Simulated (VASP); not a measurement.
Runs of VASP 6.6.1 on Te2Mo. The structure is that of space group P-6m2 (No. 187), or close to it. The cells are those of the table. 

| cell | gap on the mesh (eV) | largest force (eV/Å) |
| --- | --- | --- |
| a = 3.845, b = 3.845, c = 16.823 Å, angles 90.0, 90.0, 120.0°, 3 atoms | 0.29 | (c) |
| a = 3.560, b = 3.560, c = 16.823 Å, angles 90.0, 90.0, 120.0°, 3 atoms | 0.96 | 0.70 |
| a = 3.845, b = 3.845, c = 17.524 Å, angles 90.0, 90.0, 120.0°, 3 atoms | 0.55 | (a) |
| a = 3.418, b = 3.418, c = 18.926 Å, angles 90.0, 90.0, 120.0°, 3 atoms | 0.82 | 1.43 |
| a = 3.560, b = 3.560, c = 18.225 Å, angles 90.0, 90.0, 120.0°, 3 atoms | 1.11 | (b) |

Alike in all rows: task single point; level LDA; potentials or basis VASP PAW LDA potentials, release 64 (Te, Mo_sv); no spin polarisation; k mesh 12 × 12 × 2; cutoff (eV) 520; smearing gaussian 0.05 eV.

Estimate the missing entries.

(a) 1.39; (b) 1.24; (c) 0.59.

Caveats: spin-orbit coupling is left out, which moves the levels of the heavy elements.

A k mesh can miss the band edges, and the runs leave out spin-orbit coupling on Mo, Te.
